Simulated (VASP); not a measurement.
# AlN (Fm-3m) in VASP: further runs

Aim: see how the results for AlN move with the level of theory and the settings. Levels: HSE06, PBE0. Tasks: single point.

All numbers are computed with VASP 6.6.1; they aren't measurements. Logs are shortened: lines on timing, memory, paths and dates and some standing lists are left out, and cuts for length are marked.

## Step 1: The cell of the first run

It takes space group Fm-3m (No. 225, cubic). Conventional cell: a = 4.038 Å, b = 4.038 Å, c = 4.038 Å, α = 90.00°, β = 90.00°, γ = 90.00°. Within 2.7 Å of Al (site symmetry m-3m) lie 6 N at 2.02 Å. N (site symmetry m-3m) has 6 Al at 2.02 Å within 2.7 Å.

## Step 2: Single point, HSE06

POSCAR reads:

```
AlN
1.0
    0.0000000000      2.0188685302      2.0188685302
    2.0188685302      0.0000000000      2.0188685302
    2.0188685302      2.0188685302      0.0000000000
Al N
1 1
Direct
    0.0000000000      0.0000000000      0.0000000000
    0.5000000000      0.5000000000      0.5000000000
```

INCAR.step1 reads:

```
SYSTEM = AlN
ALGO = Normal
EDIFF = 1E-5
ENCUT = 520
GGA = PE
ISIF = 2
ISMEAR = 0
LASPH = .TRUE.
LCHARG = .FALSE.
LREAL = .FALSE.
LWAVE = .TRUE.
NBANDS = 11
NELM = 100
PREC = Accurate
SIGMA = 0.01
```

INCAR.step2 reads:

```
SYSTEM = AlN
ALGO = Normal
EDIFF = 1E-6
ENCUT = 520
GGA = PE
HFSCREEN = 0.2079
ISIF = 2
ISMEAR = 0
ISTART = 1
LASPH = .TRUE.
LCHARG = .FALSE.
LHFCALC = .TRUE.
LREAL = .FALSE.
LWAVE = .FALSE.
NBANDS = 11
NELM = 100
PREC = Accurate
PRECFOCK = Normal
SIGMA = 0.01
```

KPOINTS reads:

```
k-points
0
G
  8 8 8
  0 0 0
```

Potentials or basis: VASP PAW PBE potentials, release 64 (Al, N).

On the command line:

```sh
> cat potpaw_PBE.64/Al/POTCAR potpaw_PBE.64/N/POTCAR > POTCAR
> cp INCAR.step1 INCAR
> mpirun -np 1 vasp_std > vasp.out
> cp INCAR.step2 INCAR
> mpirun -np 1 vasp_std > vasp.out
```

OUTCAR:

```text
SYSTEM = AlN
   EDIFF = 1E-6
   ENCUT = 520
   GGA = PE
   HFSCREEN = 0.2079
   ISIF = 2
   ISMEAR = 0
   ISTART = 1
   LASPH = .TRUE.
   LHFCALC = .TRUE.
   LREAL = .FALSE.
   NELM = 100
   PREC = Accurate
   PRECFOCK = Normal

 ion  position               nearest neighbor table
   1  0.000  0.000  0.000-   2 2.02   2 2.02   2 2.02   2 2.02   2 2.02   2 2.02
   2  0.500  0.500  0.500-   1 2.02   1 2.02   1 2.02   1 2.02   1 2.02   1 2.02

  LATTYP: Found a face centered cubic cell.
 ALAT       =     4.0377370604

  Lattice vectors:

 A1 = (   0.0000000000,   2.0188685302,   2.0188685302)
 A2 = (   2.0188685302,   0.0000000000,   2.0188685302)
 A3 = (   2.0188685302,   2.0188685302,   0.0000000000)

Analysis of symmetry for initial positions (statically):
=====================================================================
 Subroutine PRICEL returns:
 Original cell was already a primitive cell.

 Routine SETGRP: Setting up the symmetry group for a
 face centered cubic supercell.

 Subroutine GETGRP returns: Found 48 space group operations
 (whereof 48 operations were pure point group operations)
 out of a pool of 48 trial point group operations.

The static configuration has the point symmetry O_h .

Analysis of symmetry for dynamics (positions and initial velocities):
=====================================================================
 Subroutine PRICEL returns:
 Original cell was already a primitive cell.

 Routine SETGRP: Setting up the symmetry group for a
 face centered cubic supercell.

 Subroutine GETGRP returns: Found 48 space group operations
 (whereof 48 operations were pure point group operations)
 out of a pool of 48 trial point group operations.

The dynamic configuration has the point symmetry O_h .

 Subroutine INISYM returns: Found 48 space group operations
 (whereof 48 operations are pure point group operations),
 and found     1 'primitive' translations

----------------------------------------------------------------------------------------

                                     Primitive cell

  volume of cell :      16.4571

  direct lattice vectors                    reciprocal lattice vectors
     0.000000000  2.018868530  2.018868530    -0.247663477  0.247663477  0.247663477
     2.018868530  0.000000000  2.018868530     0.247663477 -0.247663477  0.247663477
     2.018868530  2.018868530  0.000000000     0.247663477  0.247663477 -0.247663477

  length of vectors
     2.855111256  2.855111256  2.855111256     0.428965726  0.428965726  0.428965726

  position of ions in fractional coordinates (direct lattice)
     0.000000000  0.000000000  0.000000000
     0.500000000  0.500000000  0.500000000

  ion indices of the primitive-cell ions
   primitive index   ion index
                 1           1
                 2           2

----------------------------------------------------------------------------------------

 KPOINTS: k-points

Automatic generation of k-mesh.
 Grid dimensions read from file:
 generate k-points for:    8    8    8

 Generating k-lattice:

  Cartesian coordinates                     Fractional coordinates (reciprocal lattice)
    -0.030957935  0.030957935  0.030957935     0.125000000  0.000000000  0.000000000
     0.030957935 -0.030957935  0.030957935     0.000000000  0.125000000  0.000000000
     0.030957935  0.030957935 -0.030957935     0.000000000  0.000000000  0.125000000

  Length of vectors
     0.053620716  0.053620716  0.053620716

  Shift w.r.t. Gamma in fractional coordinates (k-lattice)
     0.000000000  0.000000000  0.000000000

 Subroutine IBZKPT returns following result:
 ===========================================

 Found     29 irreducible k-points:

 Following reciprocal coordinates:
            Coordinates               Weight
  0.000000  0.000000  0.000000      1.000000
  0.125000  0.000000  0.000000      8.000000
  0.250000  0.000000  0.000000      8.000000
  0.375000  0.000000  0.000000      8.000000
  0.500000  0.000000  0.000000      4.000000
  0.125000  0.125000  0.000000      6.000000
[... 16 lines left out ...]
  0.500000  0.250000  0.125000     48.000000
 -0.375000  0.250000  0.125000     24.000000
 [... further k-points ...]
   k-points           NKPTS =     29   k-points in BZ     NKDIM =    512   number of bands    NBANDS=     11
   number of dos      NEDOS =    301   number of ions     NIONS =      2
   total plane-waves  NPLWV =  13824
   dimension x,y,z NGX =    24 NGY =   24 NGZ =   24
   dimension x,y,z NGXF=    48 NGYF=   48 NGZF=   48
   ions per type =               1   1
   NGX,Y,Z   is equivalent  to a cutoff of  13.97, 13.97, 13.97 a.u.
   NGXF,Y,Z  is equivalent  to a cutoff of  27.95, 27.95, 27.95 a.u.
 SYSTEM =  AlN
   PREC   = accura    normal or accurate (medium, high low for compatibility)
   ISTART =      1    job   : 0-new  1-cont  2-samecut
   ICHARG =      0    charge: 1-file 2-atom 10-const
   ISPIN  =      1    spin polarized calculation?
   LNONCOLLINEAR =      F non collinear calculations
   LSORBIT =      F    spin-orbit coupling
   LASPH  =      T    aspherical Exc in radial PAW
   ENCUT  =  520.0 eV  38.22 Ry    6.18 a.u.   5.31  5.31  5.31*2*pi/ulx,y,z
   NELM   =    100;   NELMIN=  2; NELMDL=  0     # of ELM steps
   EDIFF  = 0.1E-05   stopping-criterion for ELM
   LREAL  =      F    real-space projection
   EDIFFG = 0.1E-04   stopping-criterion for IOM
   NSW    =      0    number of steps for IOM
   IBRION =     -1    ionic relax: 0-MD 1-quasi-New 2-CG
   NFREE  =      0    steps in history (QN), initial steepest desc. (CG)
   ISIF   =      2    stress and relaxation
   ISYM   =      3    0-nonsym 1-usesym 2-fastsym
   POTIM  = 0.5000    time-step for ionic-motion
   TEBEG  =    0.0;   TEEND  =   0.0 temperature during run
   PSTRESS=    0.0 pullay stress
   NELECT =       8.0000    total number of electrons
   NUPDOWN=      -1.0000    fix difference up-down
   EMIN   =  10.00;   EMAX   =-10.00  energy-range for DOS
   EFERMI =   0.00;   METHOD = LEGACY
   ISMEAR =     0;   SIGMA  =   0.01  broadening in eV -4-tet -1-fermi 0-gaus
   EFERMI_NEDOS =   21; number of points for ismear=-14 and -15
   IALGO  =     38    algorithm
   IMIX   =      1    mixing-type and parameters
     AMIX     =   0.40;   BMIX     =  1.00
     AMIX_MAG =   1.60;   BMIX_MAG =  1.00
  volume/ion in A,a.u.               =       8.23        55.53
  Fermi-wavevector in a.u.,A,eV,Ry     =   1.287222  2.432497 22.544044  1.656940
  Thomas-Fermi vector in A             =   2.419249
   LORBIT       =      0    0 simple, 1 ext, 2 COOP (PROOUT), +10 PAW based schemes
   GGA     = PE    functional components
   LHFCALC =     T    Hartree Fock is set to
   PRECFOCK=normal    Normal, Fast or Accurate (Low or Medium for compatibility)
   ENCUT4O =  -1.0   cutoff for four orbital integrals eV
   NKREDX  =     1    reduce k-point grid by
   NKREDY  =     1    reduce k-point grid by
   NKREDZ  =     1    reduce k-point grid by
   AEXX    =    0.2500 exact exchange contribution
   HFSCREEN=    0.2079 screening length (either q_TF or 0.3 A-1)
   HFSCREENC=   0.2079 screening length for correlation (either q_TF or 0.3 A-1)
   ENCUTFOCK=  -1.0 apply spherical cutoff to Coloumb kernel
   IVDW    =     0    specifies the selected vdW correction
   LEPSILON=     F    determine dielectric tensor
   LRPA    =     F    only Hartree local field effects (RPA)
 non-spin polarized calculation
 Gauss-broadening in eV      SIGMA  =   0.01
  energy-cutoff  :      520.00
  volume of cell :       16.46
 maximum number of plane-waves:       459
 NGX is ok and might be reduce to    24
  NGX = 16; NGY = 16; NGZ = 16

 number of electron       7.9999999 magnetization

 Free energy of the ion-electron system (eV)
  ---------------------------------------------------
  ext. energy  EPLUGINS =         0.00000000
  ---------------------------------------------------
  free energy    TOTEN  =       -17.13384864 eV

  energy without entropy =      -17.13384864  energy(sigma->0) =      -17.13384864

 E-fermi :   9.2332     XC(G=0): -10.0715

 val. band max:        9.1568847683   @ k =   0.0000   0.0000   0.0000
 cond. band min:      15.1708640540   @ k =   0.5000   0.5000   0.0000
 fundamental gap:      6.0139792858
 Fermi energy:         9.2332367766

 k-point     1 :       0.0000    0.0000    0.0000
  band No.  band energies     occupation
      1     -10.1032      2.00000
      2       9.1569      2.00000
      3       9.1569      2.00000
      4       9.1569      2.00000
      5      16.4185      0.00000
      6      22.9764      0.00000
      7      22.9764      0.00000
      8      22.9764      0.00000
      9      28.1723      0.00000
     10      28.8979      0.00000
     11      28.8979      0.00000

 k-point     2 :       0.1250    0.0000    0.0000
  band No.  band energies     occupation
      1      -9.7591      2.00000
      2       7.5544      2.00000
      3       8.9569      2.00000
      4       8.9569      2.00000
      5      17.3131      0.00000
      6      21.7926      0.00000
      7      23.4294      0.00000
      8      23.4294      0.00000
      9      26.9341      0.00000
     10      26.9341      0.00000
     11      29.3602      0.00000

 k-point     3 :       0.2500    0.0000    0.0000
  band No.  band energies     occupation
      1      -8.7814      2.00000
      2       4.4471      2.00000
      3       8.5205      2.00000
      4       8.5205      2.00000
      5      17.5776      0.00000
      6      22.1572      0.00000
      7      23.1797      0.00000
      8      23.1797      0.00000
      9      27.2646      0.00000
     10      27.2646      0.00000
     11      28.3567      0.00000
[... 267 lines left out ...]
 k-point    23 :       0.5000    0.2500    0.1250
  band No.  band energies     occupation
      1      -6.7623      2.00000
      2       2.1380      2.00000
      3       5.3922      2.00000
      4       7.3035      2.00000
      5      19.0922      0.00000
      6      19.9427      0.00000
      7      21.8051      0.00000
      8      24.3463      0.00000
      9      28.1846      0.00000
     10      31.4775      0.00000
     11      33.2922      0.00000

 k-point    24 :      -0.3750    0.2500    0.1250
  band No.  band energies     occupation
      1      -6.0746      2.00000
      2       1.0953      2.00000
      3       5.1509      2.00000
      4       7.0141      2.00000
      5      19.1718      0.00000
      6      19.3232      0.00000
      7      23.5093      0.00000
      8      23.7819      0.00000
      9      29.3388      0.00000
     10      30.3919      0.00000
     11      33.8005      0.00000

 [... further k-points ...]

------------------------ aborting loop because EDIFF is reached ----------------------------------------

  FORCE on cell =-STRESS in cart. coord.  units (eV):
  Direction    XX          YY          ZZ          XY          YZ          ZX
  --------------------------------------------------------------------------------------
  -------------------------------------------------------------------------------------
  Total       -0.1494863     -0.1494863     -0.1494863     -0.0000000     -0.0000000     -0.0000000
  in kB      -14.5531825    -14.5531825    -14.5531825     -0.0000000     -0.0000000     -0.0000000
  external PRESSURE =     -14.5531825 kB  Pullay stress =       0.0000000 kB

 VOLUME and BASIS-vectors are now :
 -----------------------------------------------------------------------------
  energy-cutoff  :      520.00
  volume of cell :       16.46
      direct lattice vectors                 reciprocal lattice vectors
     0.000000000  2.018868530  2.018868530    -0.247663477  0.247663477  0.247663477
     2.018868530  0.000000000  2.018868530     0.247663477 -0.247663477  0.247663477
     2.018868530  2.018868530  0.000000000     0.247663477  0.247663477 -0.247663477

 POSITION                                       TOTAL-FORCE (eV/Angst)
 -----------------------------------------------------------------------------------
      0.00000      0.00000      0.00000        -0.000000      0.000000     -0.000000
      2.01887      2.01887      2.01887         0.000000     -0.000000      0.000000
 -----------------------------------------------------------------------------------
    total drift:                               -0.000002     -0.000003     -0.000003

  FREE ENERGIE OF THE ION-ELECTRON SYSTEM (eV)
  ---------------------------------------------------
  free  energy   TOTEN  =       -17.1338486408 eV

  energy  without entropy=      -17.1338486408  energy(sigma->0) =      -17.13384864
```

Run time: 16 min. Hardware: 1 thread of Intel Xeon Platinum 8259CL at 2.50GHz (Skylake/Cascade Lake), shared host; peak memory 0.25 GiB.

Results:

| Property | Result |
| --- | --- |
| Free energy | -17.1338 eV |
| Pressure | -1.5 GPa |
| Band gap on the k mesh | 6.01 eV (least direct gap 7.26 eV) |

Caveat: the PAW data sets were made with another functional, which shifts forces and pressure a little. A k mesh can miss the band edges.

## Step 3: Single point, PBE0

POSCAR is that of step 2.

INCAR.step1 reads:

```
SYSTEM = AlN
ALGO = Normal
EDIFF = 1E-5
ENCUT = 520
GGA = PE
ISIF = 2
ISMEAR = 0
LASPH = .True.
LCHARG = .False.
LREAL = .False.
LWAVE = .True.
NBANDS = 11
NELM = 100
PREC = Accurate
SIGMA = 0.01
```

INCAR.step2 reads:

```
SYSTEM = AlN
AEXX = 0.25
ALGO = Normal
EDIFF = 1E-6
ENCUT = 520
GGA = PE
ISIF = 2
ISMEAR = 0
ISTART = 1
LASPH = .True.
LCHARG = .False.
LHFCALC = .True.
LREAL = .False.
LWAVE = .False.
NBANDS = 11
NELM = 100
PREC = Accurate
PRECFOCK = Normal
SIGMA = 0.01
```

KPOINTS reads:

```
k-points
0
Gamma
  8 8 8
  0 0 0
```

Potentials or basis: VASP PAW PBE potentials, release 64 (Al, N).

On the command line:

```sh
> cat potpaw_PBE.64/Al/POTCAR potpaw_PBE.64/N/POTCAR > POTCAR
> cp INCAR.step1 INCAR
> mpirun -np 1 vasp_std > vasp.out
> cp INCAR.step2 INCAR
> mpirun -np 1 vasp_std > vasp.out
```

It took 16 min on 1 thread of Intel Xeon Platinum 8259CL at 2.50GHz (Skylake/Cascade Lake), shared host; peak memory 0.15 GiB.

It converged, with:

```yaml
Free_energy: -18.0549 eV
Pressure: -1.4 GPa
Band_gap_on_the_k_mesh: 6.78 eV (least direct gap 8.01 eV)
```

Levels at points of the mesh, in eV from the valence-band top:
```
           k point  band 1  band 2  band 3  band 4  band 5  band 6  band 7  band 8  band 9
(0.00, 0.00, 0.00)  -19.30    0.00    0.00    0.00    8.01   14.59   14.59   14.59   19.78
(0.50, 0.00, 0.00)  -15.80   -9.07   -1.17   -1.17    8.31   13.41   13.41   16.38   18.83
(0.50, 0.50, 0.00)  -14.74   -8.08   -3.07   -3.07    6.78    7.36   17.08   20.34   20.34
```

Caveat: the PAW data sets were made with another functional, which shifts forces and pressure a little.
